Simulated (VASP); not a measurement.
# Cl (Cmce) in VASP: notebook

The runs below take Cl through single point, with PBEsol.

Program: VASP 6.6.1. These are calculated values, not measurements. Logs are shortened: lines on timing, memory, paths and dates and some standing lists are left out, and cuts for length are marked.

**1. The cell of the first run**

Symmetry: Cmce, No. 64, orthorhombic system. The conventional cell has a = 5.880 Å, b = 3.886 Å, c = 7.926 Å, α = 90.00°, β = 90.00°, γ = 90.00°. Cl (site symmetry m) has 3 Cl at 2.19 to 2.87 Å within 2.9 Å.

**2. Single point, PBEsol (I replaced by Cl, lengths x 0.840, strained)**

INCAR

```
ALGO = Normal
EDIFF = 1E-6
ENCUT = 520
GGA = PS
ISIF = 2
ISMEAR = 0
LASPH = T
LCHARG = T
LELF = T
LREAL = F
LVHAR = T
LWAVE = F
NBANDS = 22
NELM = 80
PREC = Accurate
SIGMA = 0.02
```

KPOINTS

```
k-points
0
Gamma
  8 8 4
```

POSCAR

```
Cl
1.0
    2.9398433327     -1.9430115479      0.0000000000
    2.9398433327      1.9430115479      0.0000000000
    0.0000000000      0.0000000000      7.9260283373
Cl
4
Direct
    0.8500000000      0.1500000000      0.1170000000
    0.6500000000      0.3500000000      0.6170000000
    0.1500000000      0.8500000000      0.8830000000
    0.3500000000      0.6500000000      0.3830000000
```

Potentials or basis: VASP PAW PBE potentials, release 64 (Cl).

Run with:

```bash
$ cat potpaw_PBE.64/Cl/POTCAR > POTCAR
$ mpirun -np 1 vasp_std > vasp.out
```

OUTCAR:

```text
EDIFF = 1E-6
   ENCUT = 520
   GGA = PS
   ISIF = 2
   ISMEAR = 0
   LASPH = T
   LREAL = F
   NELM = 80
   PREC = Accurate

 ion  position               nearest neighbor table
   1  0.850  0.150  0.117-   3 2.19
   2  0.650  0.350  0.617-   4 2.19
   3  0.150  0.850  0.883-   1 2.19
   4  0.350  0.650  0.383-   2 2.19

  LATTYP: Found a base centered orthorhombic cell.
 ALAT       =     3.8860230958
 B/A-ratio  =     1.5130344109
 C/A-ratio  =     2.0396246090

  Lattice vectors:

 A1 = (  -2.9398433327,  -1.9430115479,   0.0000000000)
 A2 = (   2.9398433327,  -1.9430115479,   0.0000000000)
 A3 = (   0.0000000000,   0.0000000000,   7.9260283373)

Analysis of symmetry for initial positions (statically):
=====================================================================
 Subroutine PRICEL returns:
 Original cell was already a primitive cell.

 Routine SETGRP: Setting up the symmetry group for a
 base centered orthorhombic supercell.

 Subroutine GETGRP returns: Found  8 space group operations
 (whereof  4 operations were pure point group operations)
 out of a pool of  8 trial point group operations.

The static configuration has the point symmetry C_2h.
 The point group associated with its full space group is D_2h.

Analysis of symmetry for dynamics (positions and initial velocities):
=====================================================================
 Subroutine PRICEL returns:
 Original cell was already a primitive cell.

 Routine SETGRP: Setting up the symmetry group for a
 base centered orthorhombic supercell.

 Subroutine GETGRP returns: Found  8 space group operations
 (whereof  4 operations were pure point group operations)
 out of a pool of  8 trial point group operations.

The dynamic configuration has the point symmetry C_2h.
 The point group associated with its full space group is D_2h.

 Subroutine INISYM returns: Found  8 space group operations
 (whereof  4 operations are pure point group operations),
 and found     1 'primitive' translations

----------------------------------------------------------------------------------------

                                     Primitive cell
[... 89 lines left out ...]
   ISPIN  =      1    spin polarized calculation?
   LNONCOLLINEAR =      F non collinear calculations
   LSORBIT =      F    spin-orbit coupling
   LASPH  =      T    aspherical Exc in radial PAW
   ENCUT  =  520.0 eV  38.22 Ry    6.18 a.u.   6.55  6.55 14.74*2*pi/ulx,y,z
   NELM   =     80;   NELMIN=  2; NELMDL= -5     # of ELM steps
   EDIFF  = 0.1E-05   stopping-criterion for ELM
   LREAL  =      F    real-space projection
   EDIFFG = 0.1E-04   stopping-criterion for IOM
   NSW    =      0    number of steps for IOM
   IBRION =     -1    ionic relax: 0-MD 1-quasi-New 2-CG
   NFREE  =      0    steps in history (QN), initial steepest desc. (CG)
   ISIF   =      2    stress and relaxation
   ISYM   =      2    0-nonsym 1-usesym 2-fastsym
   POTIM  = 0.5000    time-step for ionic-motion
   TEBEG  =    0.0;   TEEND  =   0.0 temperature during run
   PSTRESS=    0.0 pullay stress
   NELECT =      28.0000    total number of electrons
   NUPDOWN=      -1.0000    fix difference up-down
   EMIN   =  10.00;   EMAX   =-10.00  energy-range for DOS
   EFERMI =   0.00;   METHOD = LEGACY
   ISMEAR =     0;   SIGMA  =   0.02  broadening in eV -4-tet -1-fermi 0-gaus
   EFERMI_NEDOS =   21; number of points for ismear=-14 and -15
   IALGO  =     38    algorithm
   IMIX   =      4    mixing-type and parameters
     AMIX     =   0.40;   BMIX     =  1.00
     AMIX_MAG =   1.60;   BMIX_MAG =  1.00
  volume/ion in A,a.u.               =      22.64       152.76
  Fermi-wavevector in a.u.,A,eV,Ry     =   1.107046  2.092014 16.674640  1.225551
  Thomas-Fermi vector in A             =   2.243555
   LORBIT       =      0    0 simple, 1 ext, 2 COOP (PROOUT), +10 PAW based schemes
   GGA     = PS    functional components
   LHFCALC =     F    Hartree Fock is set to
   AEXX    =    0.0000 exact exchange contribution
   IVDW    =     0    specifies the selected vdW correction
   LEPSILON=     F    determine dielectric tensor
   LRPA    =     F    only Hartree local field effects (RPA)
 non-spin polarized calculation
 Gauss-broadening in eV      SIGMA  =   0.02
  energy-cutoff  :      520.00
  volume of cell :       90.55
 maximum number of plane-waves:      2455
 NGX is ok and might be reduce to    28
   NGX = 13   NGY = 13   NGZ = 29

 number of electron      28.0000001 magnetization

 Free energy of the ion-electron system (eV)
  ---------------------------------------------------
  ext. energy  EPLUGINS =         0.00000000
  ---------------------------------------------------
  free energy    TOTEN  =        -7.68319661 eV

  energy without entropy =       -7.68319661  energy(sigma->0) =       -7.68319661

 E-fermi :   1.4442     XC(G=0):  -9.2607

 val. band max:        1.2866423413   @ k =   0.5000   0.0000   0.5000
 cond. band min:       2.6948784665   @ k =   0.5000   0.5000   0.0000
 fundamental gap:      1.4082361251
 Fermi energy:         1.4441817638

 k-point     1 :       0.0000    0.0000    0.0000
  band No.  band energies     occupation
      1     -14.9930      2.00000
      2     -14.2269      2.00000
      3     -12.4198      2.00000
      4     -10.8992      2.00000
      5      -4.1624      2.00000
      6      -2.4177      2.00000
[... 589 lines left out ...]
     21      11.7971      0.00000
     22      12.0945      0.00000

 [... further k-points ...]

------------------------ aborting loop because EDIFF is reached ----------------------------------------

  FORCE on cell =-STRESS in cart. coord.  units (eV):
  Direction    XX          YY          ZZ          XY          YZ          ZX
  --------------------------------------------------------------------------------------
  -------------------------------------------------------------------------------------
  Total        1.6890618     -1.7876553     -4.8847459      0.0000000      0.0000000      0.0000000
  in kB       29.8862166    -31.6307281    -86.4305692      0.0000000      0.0000000      0.0000000
  external PRESSURE =     -29.3916936 kB  Pullay stress =       0.0000000 kB

 VOLUME and BASIS-vectors are now :
 -----------------------------------------------------------------------------
  energy-cutoff  :      520.00
  volume of cell :       90.55
      direct lattice vectors                 reciprocal lattice vectors
     2.939843333 -1.943011548  0.000000000     0.170077090 -0.257332490  0.000000000
     2.939843333  1.943011548  0.000000000     0.170077090  0.257332490  0.000000000
     0.000000000  0.000000000  7.926028337     0.000000000  0.000000000  0.126166594

 POSITION                                       TOTAL-FORCE (eV/Angst)
 -----------------------------------------------------------------------------------
      2.93984     -1.36011      0.92735         0.000000     -0.792668     -1.049585
      2.93984     -0.58290      4.89036         0.000000      0.792668     -1.049585
      2.93984      1.36011      6.99868         0.000000      0.792668      1.049585
      2.93984      0.58290      3.03567         0.000000     -0.792668      1.049585
 -----------------------------------------------------------------------------------
    total drift:                                0.000000     -0.000000      0.000000

  FREE ENERGIE OF THE ION-ELECTRON SYSTEM (eV)
  ---------------------------------------------------
  free  energy   TOTEN  =        -7.6831966118 eV

  energy  without entropy=       -7.6831966118  energy(sigma->0) =       -7.68319661
```

OSZICAR:

```text
N       E                     dE             d eps       ncg     rms          rms(c)
DAV:   1     0.168145853885E+03    0.16815E+03   -0.12701E+04  2772   0.111E+03
DAV:   2     0.244562156183E+01   -0.16570E+03   -0.16085E+03  3994   0.205E+02
DAV:   3    -0.801328853333E+01   -0.10459E+02   -0.10410E+02  3516   0.574E+01
DAV:   4    -0.814436380203E+01   -0.13108E+00   -0.13101E+00  3532   0.782E+00
DAV:   5    -0.814666650449E+01   -0.23027E-02   -0.23025E-02  3470   0.102E+00    0.139E+01
DAV:   6    -0.779938639606E+01    0.34728E+00   -0.25076E-01  3414   0.274E+00    0.907E+00
DAV:   7    -0.769524785559E+01    0.10414E+00   -0.53416E-01  3384   0.390E+00    0.832E-01
DAV:   8    -0.768310889006E+01    0.12139E-01   -0.68025E-02  3150   0.150E+00    0.305E-01
DAV:   9    -0.768316739297E+01   -0.58503E-04   -0.16524E-03  3480   0.260E-01    0.116E-01
DAV:  10    -0.768319852331E+01   -0.31130E-04   -0.97418E-05  3552   0.579E-02    0.272E-02
DAV:  11    -0.768319679728E+01    0.17260E-05   -0.17105E-05  3426   0.242E-02    0.126E-02
DAV:  12    -0.768319661179E+01    0.18549E-06   -0.31462E-06  3198   0.107E-02
   1 F= -.76831966E+01 E0= -.76831966E+01  d E =-.199410E-30
```

stdout:

```text
POSCAR found type information on POSCAR Cl
 POSCAR found :  1 types and       4 ions
 scaLAPACK will be used
 -----------------------------------------------------------------------------
|                                                                             |
|                                                                             |
|     You enforced a specific xc type in the INCAR file but a different       |
|     I HOPE YOU KNOW WHAT YOU ARE DOING!                                     |
|                                                                             |
 -----------------------------------------------------------------------------

 LDA part: xc-table for (Slater+PW92), standard interpolation
 POSCAR, INCAR and KPOINTS ok, starting setup
 FFT: planning ... GRIDC
 FFT: planning ... GRID_SOFT
 FFT: planning ... GRID
 WAVECAR not read
 entering main loop
```

Run time: 2.1 min. Hardware: 1 thread of Oxide Virtual Turin-like, shared host; peak memory 0.21 GiB.

Results:

```
Free energy            : -7.6832 eV
Pressure               : -2.9 GPa
Largest force          : 1.315 eV/Å
Band gap on the k mesh : 1.41 eV (least direct gap 1.55 eV)
```

Forces in eV/Å, atoms in the order of the input:
```
Cl   0.000 -0.793 -1.050
Cl   0.000  0.793 -1.050
Cl   0.000  0.793  1.050
Cl   0.000 -0.793  1.050
```

Caveat: the cell differs from its parent crystal (I replaced by Cl, lengths x 0.840, strained); the stress differs along the axes, from -9 to 3 GPa; this functional lacks dispersion, which holds the molecules together, so the pressure and a relaxed volume are unreliable; the PAW data sets were made with another functional, which shifts forces and pressure a little. A k mesh can miss the band edges.

**3. Single point, PBEsol (I replaced by Cl, lengths x 0.840, strained)**

INCAR

```
PREC     = Accurate       # precision mode
ENCUT    = 520            # plane-wave cutoff, eV
EDIFF    = 1E-6           # SCF threshold, eV
ISMEAR   = 0              # smearing method
SIGMA    = 0.02           # smearing width, eV
LREAL    = False          # projectors in reciprocal space
LASPH    = True           # aspherical terms in the spheres
NELM     = 60             # most SCF steps
ALGO     = Normal         # electronic algorithm
ISIF     = 2              # what is computed and relaxed
LWAVE    = False          # write WAVECAR
LCHARG   = False          # write CHGCAR
GGA      = PS             # functional
NBANDS   = 22             # bands
```

KPOINTS

```
Automatic mesh
0
Gamma
  8 8 4
```

POSCAR

```
Cl
1.0
    3.1508053709     -2.0824413168      0.0000000000
    3.1508053709      2.0824413168      0.0000000000
    0.0000000000      0.0000000000      8.4947971131
Cl
4
Direct
    0.8500000000      0.1500000000      0.1170000000
    0.6500000000      0.3500000000      0.6170000000
    0.1500000000      0.8500000000      0.8830000000
    0.3500000000      0.6500000000      0.3830000000
```

Potentials or basis: VASP PAW PBE potentials, release 64 (Cl).

Run with:

```bash
$ cat potpaw_PBE.64/Cl/POTCAR > POTCAR
$ mpirun -np 1 vasp_std > vasp.out
```

Wall time 2.4 min (1 thread of Oxide Virtual Turin-like, shared host); peak memory 0.23 GiB.

Results (log left out):

```yaml
Free_energy: -6.9816 eV
Pressure: -6.9 GPa
Largest_force: 1.906 eV/Å
Band_gap_on_the_k_mesh: 0.94 eV (least direct gap 0.98 eV)
```

Forces in eV/Å, atoms in the order of the input:
```
Cl   0.000 -1.191 -1.488
Cl   0.000  1.191 -1.488
Cl   0.000  1.191  1.488
Cl   0.000 -1.191  1.488
```

Stress tensor (GPa, compression positive):
```
  0.64   0.00   0.00
  0.00  -6.93   0.00
  0.00   0.00 -14.33
```

Levels at points of the mesh, in eV from the valence-band top:
| k point | band 10 | band 11 | band 12 | band 13 | band 14 | band 15 | band 16 | band 17 | band 18 | band 19 |
| --- | --- | --- | --- | --- | --- | --- | --- | --- | --- | --- |
| (0.00, 0.00, 0.00) | -0.98 | -0.91 | -0.42 | -0.07 | 0.00 | 0.98 | 1.66 | 7.39 | 8.22 | 8.53 |
| (0.50, 0.00, 0.00) | -1.38 | -1.03 | -1.03 | -0.32 | -0.32 | 1.63 | 1.63 | 8.67 | 8.67 | 10.42 |
| (0.50, 0.50, 0.00) | -1.62 | -1.47 | -1.15 | -0.54 | -0.20 | 0.94 | 1.44 | 8.46 | 9.16 | 9.42 |
| (0.00, 0.00, 0.50) | -0.96 | -0.84 | -0.84 | -0.03 | -0.03 | 1.25 | 1.25 | 7.95 | 7.95 | 9.28 |
| (0.50, 0.00, 0.50) | -1.42 | -0.58 | -0.58 | -0.04 | -0.04 | 1.29 | 1.29 | 9.00 | 9.00 | 9.84 |
| (0.50, 0.50, 0.50) | -1.59 | -0.98 | -0.98 | -0.72 | -0.72 | 1.15 | 1.15 | 9.23 | 9.23 | 10.20 |

Caveat: the cell differs from its parent crystal (I replaced by Cl, lengths x 0.840, strained); the stress differs along the axes, from -14 to 1 GPa; this functional lacks dispersion, which holds the molecules together, so the pressure and a relaxed volume are unreliable; the PAW data sets were made with another functional, which shifts forces and pressure a little. A k mesh can miss the band edges.
